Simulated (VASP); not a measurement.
# SrTiO3 in VASP: a series of runs

Runs on SrTiO3. Level: PBE. Tasks: single point.

Program: VASP 6.6.1. These are calculated values, not measurements. Logs are shortened: lines on timing, memory, paths and dates and some standing lists are left out, and cuts for length are marked.

### 1 The cell of the first run

Symmetry: P4/mmm, No. 123, tetragonal system. The conventional cell has a = 3.866 Å, b = 3.866 Å, c = 3.905 Å, α = 90.00°, β = 90.00°, γ = 90.00°. Within 3.6 Å of Sr (site symmetry 4/mmm) lie 12 O at 2.73 to 2.75 Å and 8 Ti at 3.36 Å. Within 2.6 Å of Ti (site symmetry 4/mmm) lie 6 O at 1.93 to 1.95 Å. O (site symmetry mmm) has 2 Ti at 1.93 Å within 2.6 Å. O (site symmetry 4/mmm) has 2 Ti at 1.95 Å within 2.6 Å.

### 2 Single point, PBE (equal xx and yy strain of -1 %)

File INCAR:

```
PREC = Accurate
ENCUT = 520
EDIFF = 1E-7
ISMEAR = -1
SIGMA = 0.05
LREAL = False
LASPH = True
NELM = 100
ALGO = Normal
ISIF = 2
LWAVE = False
LCHARG = True
GGA = PE
LELF = True
LVHAR = True
NBANDS = 28
```

File KPOINTS:

```
Automatic mesh
0
Gamma
  7 7 7
```

File POSCAR:

```
SrTiO3
1.0
    3.8659500000      0.0000000000      0.0000000000
    0.0000000000      3.8659500000      0.0000000000
    0.0000000000      0.0000000000      3.9050000000
Sr Ti O
1 1 3
Direct
    0.0000000000      0.0000000000      0.0000000000
    0.5000000000      0.5000000000      0.5000000000
    0.0000000000      0.5000000000      0.5000000000
    0.5000000000      0.0000000000      0.5000000000
    0.5000000000      0.5000000000      0.0000000000
```

Potentials or basis: VASP PAW PBE potentials, release 64 (Sr_sv, Ti_sv, O).

Command:

```sh
$ cat potpaw_PBE.64/Sr_sv/POTCAR potpaw_PBE.64/Ti_sv/POTCAR potpaw_PBE.64/O/POTCAR > POTCAR
$ mpirun -np 1 vasp_std > vasp.out
```

OUTCAR:

```text
PREC = Accurate
   ENCUT = 520
   EDIFF = 1E-7
   ISMEAR = -1
   LREAL = False
   LASPH = True
   NELM = 100
   ISIF = 2
   GGA = PE

 ion  position               nearest neighbor table
   1  0.000  0.000  0.000-   5 2.73   5 2.73   5 2.73   5 2.73   4 2.75   3 2.75   4 2.75   3 2.75
                             4 2.75   3 2.75   4 2.75   3 2.75   2 3.36   2 3.36   2 3.36   2 3.36
   2  0.500  0.500  0.500-   3 1.93   4 1.93   4 1.93   3 1.93   5 1.95   5 1.95   1 3.36   1 3.36
                             1 3.36   1 3.36   1 3.36   1 3.36   1 3.36   1 3.36
   3  0.000  0.500  0.500-   2 1.93   2 1.93   1 2.75   1 2.75   1 2.75   1 2.75
   4  0.500  0.000  0.500-   2 1.93   2 1.93   1 2.75   1 2.75   1 2.75   1 2.75
   5  0.500  0.500  0.000-   2 1.95   2 1.95   1 2.73   1 2.73   1 2.73   1 2.73

  LATTYP: Found a simple tetragonal cell.
 ALAT       =     3.8659500000
 C/A-ratio  =     1.0101010101

  Lattice vectors:

 A1 = (   3.8659500000,   0.0000000000,   0.0000000000)
 A2 = (   0.0000000000,   3.8659500000,   0.0000000000)
 A3 = (   0.0000000000,   0.0000000000,   3.9050000000)

Analysis of symmetry for initial positions (statically):
=====================================================================
 Subroutine PRICEL returns:
 Original cell was already a primitive cell.

 Routine SETGRP: Setting up the symmetry group for a
 simple tetragonal supercell.

 Subroutine GETGRP returns: Found 16 space group operations
 (whereof 16 operations were pure point group operations)
 out of a pool of 16 trial point group operations.

The static configuration has the point symmetry D_4h.

Analysis of symmetry for dynamics (positions and initial velocities):
=====================================================================
 Subroutine PRICEL returns:
 Original cell was already a primitive cell.

 Routine SETGRP: Setting up the symmetry group for a
 simple tetragonal supercell.

 Subroutine GETGRP returns: Found 16 space group operations
 (whereof 16 operations were pure point group operations)
 out of a pool of 16 trial point group operations.

The dynamic configuration has the point symmetry D_4h.

 Subroutine INISYM returns: Found 16 space group operations
 (whereof 16 operations are pure point group operations),
 and found     1 'primitive' translations

----------------------------------------------------------------------------------------

                                     Primitive cell

  volume of cell :      58.3624

  direct lattice vectors                    reciprocal lattice vectors
     3.865950000  0.000000000  0.000000000     0.258668633  0.000000000  0.000000000
     0.000000000  3.865950000  0.000000000     0.000000000  0.258668633  0.000000000
     0.000000000  0.000000000  3.905000000     0.000000000  0.000000000  0.256081946

  length of vectors
     3.865950000  3.865950000  3.905000000     0.258668633  0.258668633  0.256081946

  position of ions in fractional coordinates (direct lattice)
     0.000000000  0.000000000  0.000000000
     0.500000000  0.500000000  0.500000000
     0.000000000  0.500000000  0.500000000
     0.500000000  0.000000000  0.500000000
     0.500000000  0.500000000  0.000000000

  ion indices of the primitive-cell ions
   primitive index   ion index
                 1           1
                 2           2
                 3           3
                 4           4
                 5           5

----------------------------------------------------------------------------------------

 KPOINTS: Automatic mesh

Automatic generation of k-mesh.
 Grid dimensions read from file:
 generate k-points for:    7    7    7

 Generating k-lattice:

  Cartesian coordinates                     Fractional coordinates (reciprocal lattice)
     0.036952662  0.000000000  0.000000000     0.142857143  0.000000000  0.000000000
     0.000000000  0.036952662  0.000000000     0.000000000  0.142857143  0.000000000
     0.000000000  0.000000000  0.036583135     0.000000000  0.000000000  0.142857143

  Length of vectors
     0.036952662  0.036952662  0.036583135

  Shift w.r.t. Gamma in fractional coordinates (k-lattice)
     0.000000000  0.000000000  0.000000000

 Subroutine IBZKPT returns following result:
 ===========================================

 Found     40 irreducible k-points:

 Following reciprocal coordinates:
            Coordinates               Weight
  0.000000  0.000000  0.000000      1.000000
  0.142857  0.000000  0.000000      4.000000
  0.285714  0.000000  0.000000      4.000000
  0.428571  0.000000  0.000000      4.000000
  0.142857  0.142857  0.000000      4.000000
  0.285714  0.142857  0.000000      8.000000
[... 16 lines left out ...]
  0.285714  0.000000  0.285714      8.000000
  0.428571  0.000000  0.285714      8.000000
 [... further k-points ...]
   k-points           NKPTS =     40   k-points in BZ     NKDIM =     40   number of bands    NBANDS=     28
   number of dos      NEDOS =    301   number of ions     NIONS =      5
   total plane-waves  NPLWV =  27000
   dimension x,y,z NGX =    30 NGY =   30 NGZ =   30
   dimension x,y,z NGXF=    60 NGYF=   60 NGZF=   60
   ions per type =               1   1   3
   NGX,Y,Z   is equivalent  to a cutoff of  12.90, 12.90, 12.77 a.u.
   NGXF,Y,Z  is equivalent  to a cutoff of  25.80, 25.80, 25.54 a.u.
 SYSTEM =  unknown system
   PREC   = accura    normal or accurate (medium, high low for compatibility)
   ISTART =      0    job   : 0-new  1-cont  2-samecut
   ICHARG =      2    charge: 1-file 2-atom 10-const
   ISPIN  =      1    spin polarized calculation?
   LNONCOLLINEAR =      F non collinear calculations
   LSORBIT =      F    spin-orbit coupling
   LASPH  =      T    aspherical Exc in radial PAW
   ENCUT  =  520.0 eV  38.22 Ry    6.18 a.u.   7.19  7.19  7.26*2*pi/ulx,y,z
   NELM   =    100;   NELMIN=  2; NELMDL= -5     # of ELM steps
   EDIFF  = 0.1E-06   stopping-criterion for ELM
   LREAL  =      F    real-space projection
   EDIFFG = 0.1E-05   stopping-criterion for IOM
   NSW    =      0    number of steps for IOM
   IBRION =     -1    ionic relax: 0-MD 1-quasi-New 2-CG
   NFREE  =      0    steps in history (QN), initial steepest desc. (CG)
   ISIF   =      2    stress and relaxation
   ISYM   =      2    0-nonsym 1-usesym 2-fastsym
   POTIM  = 0.5000    time-step for ionic-motion
   TEBEG  =    0.0;   TEEND  =   0.0 temperature during run
   PSTRESS=    0.0 pullay stress
   NELECT =      40.0000    total number of electrons
   NUPDOWN=      -1.0000    fix difference up-down
   EMIN   =  10.00;   EMAX   =-10.00  energy-range for DOS
   EFERMI =   0.00;   METHOD = LEGACY
   ISMEAR =    -1;   SIGMA  =   0.05  broadening in eV -4-tet -1-fermi 0-gaus
   EFERMI_NEDOS =   21; number of points for ismear=-14 and -15
   IALGO  =     38    algorithm
   IMIX   =      4    mixing-type and parameters
     AMIX     =   0.40;   BMIX     =  1.00
     AMIX_MAG =   1.60;   BMIX_MAG =  1.00
  volume/ion in A,a.u.               =      11.67        78.77
  Fermi-wavevector in a.u.,A,eV,Ry     =   1.443390  2.727611 28.346029  2.083374
  Thomas-Fermi vector in A             =   2.561803
   LORBIT       =      0    0 simple, 1 ext, 2 COOP (PROOUT), +10 PAW based schemes
   GGA     = PE    functional components
   LHFCALC =     F    Hartree Fock is set to
   AEXX    =    0.0000 exact exchange contribution
   IVDW    =     0    specifies the selected vdW correction
   LEPSILON=     F    determine dielectric tensor
   LRPA    =     F    only Hartree local field effects (RPA)
 non-spin polarized calculation
  energy-cutoff  :      520.00
  volume of cell :       58.36
 maximum number of plane-waves:      1588
 NGX is ok and might be reduce to    30
   NGX = 15   NGY = 15   NGZ = 15

 number of electron      40.0000018 magnetization

 Free energy of the ion-electron system (eV)
  ---------------------------------------------------
  ext. energy  EPLUGINS =         0.00000000
  ---------------------------------------------------
  free energy    TOTEN  =       -40.02042599 eV

  energy without entropy =      -40.02042599  energy(sigma->0) =      -40.02042599

 E-fermi :   5.2780     XC(G=0): -11.3774

 val. band max:        4.2658319689   @ k =   0.4286   0.4286   0.4286
 cond. band min:       6.2188049794   @ k =   0.0000   0.0000   0.0000
 fundamental gap:      1.9529730105
 Fermi energy:         5.2779907270

 k-point     1 :       0.0000    0.0000    0.0000
  band No.  band energies     occupation
      1     -52.0489      2.00000
      2     -28.3973      2.00000
      3     -28.3120      2.00000
      4     -28.3120      2.00000
      5     -28.3030      2.00000
      6     -13.1719      2.00000
[... 20 lines left out ...]
     27       9.8021      0.00000
     28      10.7270      0.00000

 k-point     2 :       0.1429    0.0000    0.0000
  band No.  band energies     occupation
      1     -52.0486      2.00000
      2     -28.4227      2.00000
      3     -28.3114      2.00000
      4     -28.3023      2.00000
      5     -28.2970      2.00000
      6     -13.1784      2.00000
[... 20 lines left out ...]
     27      10.1665      0.00000
     28      11.2187      0.00000

 k-point     3 :       0.2857    0.0000    0.0000
  band No.  band energies     occupation
      1     -52.0478      2.00000
      2     -28.4685      2.00000
      3     -28.3099      2.00000
      4     -28.3009      2.00000
      5     -28.2741      2.00000
      6     -13.2707      2.00000
[... 20 lines left out ...]
     27      11.0021      0.00000
     28      12.5236      0.00000

 k-point     4 :       0.4286    0.0000    0.0000
  band No.  band energies     occupation
      1     -52.0472      2.00000
      2     -28.5010      2.00000
      3     -28.3088      2.00000
      4     -28.2997      2.00000
      5     -28.2597      2.00000
      6     -13.3838      2.00000
[... 578 lines left out ...]
     27      11.2870      0.00000
     28      12.4519      0.00000

 k-point    23 :       0.2857    0.0000    0.2857
  band No.  band energies     occupation
      1     -52.0469      2.00000
      2     -28.4465      2.00000
      3     -28.3535      2.00000
      4     -28.3082      2.00000
      5     -28.2738      2.00000
      6     -13.0555      2.00000
[... 20 lines left out ...]
     27      12.1641      0.00000
     28      12.6443      0.00000

 k-point    24 :       0.4286    0.0000    0.2857
  band No.  band energies     occupation
      1     -52.0463      2.00000
      2     -28.4522      2.00000
      3     -28.3484      2.00000
      4     -28.3071      2.00000
      5     -28.2919      2.00000
      6     -12.9964      2.00000
[... 20 lines left out ...]
     27      12.7773      0.00000
     28      13.0183      0.00000

 [... further k-points ...]

------------------------ aborting loop because EDIFF is reached ----------------------------------------

  FORCE on cell =-STRESS in cart. coord.  units (eV):
  Direction    XX          YY          ZZ          XY          YZ          ZX
  --------------------------------------------------------------------------------------
  -------------------------------------------------------------------------------------
  Total        3.6027218      3.6027218      2.6397529      0.0000000      0.0000000      0.0000000
  in kB       98.9026227     98.9026227     72.4670120      0.0000000      0.0000000      0.0000000
  external PRESSURE =      90.0907525 kB  Pullay stress =       0.0000000 kB

 VOLUME and BASIS-vectors are now :
 -----------------------------------------------------------------------------
  energy-cutoff  :      520.00
  volume of cell :       58.36
      direct lattice vectors                 reciprocal lattice vectors
     3.865950000  0.000000000  0.000000000     0.258668633  0.000000000  0.000000000
     0.000000000  3.865950000  0.000000000     0.000000000  0.258668633  0.000000000
     0.000000000  0.000000000  3.905000000     0.000000000  0.000000000  0.256081946

 POSITION                                       TOTAL-FORCE (eV/Angst)
 -----------------------------------------------------------------------------------
      0.00000      0.00000      0.00000         0.000000      0.000000      0.000000
      1.93298      1.93298      1.95250         0.000000      0.000000      0.000000
      0.00000      1.93298      1.95250         0.000000      0.000000      0.000000
      1.93298      0.00000      1.95250         0.000000      0.000000      0.000000
      1.93298      1.93298      0.00000         0.000000      0.000000      0.000000
 -----------------------------------------------------------------------------------
    total drift:                                0.000000      0.000000     -0.000000

  FREE ENERGIE OF THE ION-ELECTRON SYSTEM (eV)
  ---------------------------------------------------
  free  energy   TOTEN  =       -40.0204259913 eV

  energy  without entropy=      -40.0204259908  energy(sigma->0) =      -40.02042599
```

It took 3.4 min on 1 thread of AMD EPYC 7R13, shared host; peak memory 0.18 GiB.

What came out:

```yaml
Free_energy: -40.0204 eV
Pressure: 9.0 GPa
Band_gap_on_the_k_mesh: 1.95 eV, indirect (least direct gap 2.23 eV)
```

Caveat: the cell differs from its parent crystal (equal xx and yy strain of -1 %).

### 3 Single point, PBE (equal xx and yy strain of +2 %)

File INCAR:

```
SYSTEM = SrTiO3
PREC = Accurate
ENCUT = 520
EDIFF = 1E-6
ISMEAR = -1
SIGMA = 0.05
LREAL = .False.
LASPH = .True.
NELM = 60
ALGO = Normal
ISIF = 2
LWAVE = .False.
LCHARG = .True.
GGA = PE
LELF = .True.
LVHAR = .True.
NBANDS = 28
```

File KPOINTS:

```
regular mesh
0
Gamma
  7 7 7
  0 0 0
```

POSCAR, as its differences from that of step 2:

```diff
@@ -2,4 +2,4 @@
 1.0
-    3.8659500000      0.0000000000      0.0000000000
-    0.0000000000      3.8659500000      0.0000000000
+    3.9831000000      0.0000000000      0.0000000000
+    0.0000000000      3.9831000000      0.0000000000
     0.0000000000      0.0000000000      3.9050000000
```

Potentials or basis: VASP PAW PBE potentials, release 64 (Sr_sv, Ti_sv, O).

Command:

```sh
$ cat potpaw_PBE.64/Sr_sv/POTCAR potpaw_PBE.64/Ti_sv/POTCAR potpaw_PBE.64/O/POTCAR > POTCAR
$ mpirun -np 1 vasp_std > vasp.out
```

Run time: 3.3 min. Hardware: 1 thread of AMD EPYC 7R13, shared host; peak memory 0.19 GiB.

It converged, with:

```yaml
Free_energy: -40.0896 eV
Pressure: -1.8 GPa
Band_gap_on_the_k_mesh: 1.82 eV, indirect (least direct gap 2.13 eV)
```

Stress tensor (GPa, compression positive):
```
-3.19  0.00  0.00
 0.00 -3.19  0.00
 0.00  0.00  0.98
```

Levels at points of the mesh, in eV from the valence-band top:
| k point | band 16 | band 17 | band 18 | band 19 | band 20 | band 21 | band 22 | band 23 | band 24 | band 25 |
| --- | --- | --- | --- | --- | --- | --- | --- | --- | --- | --- |
| (0.00, 0.00, 0.00) | -1.07 | -1.00 | -0.32 | -0.32 | -0.31 | 1.82 | 1.85 | 1.85 | 4.01 | 4.16 |

Caveat: the cell differs from its parent crystal (equal xx and yy strain of +2 %). A k mesh can miss the band edges.

(Part 1 of 2 ends here.)
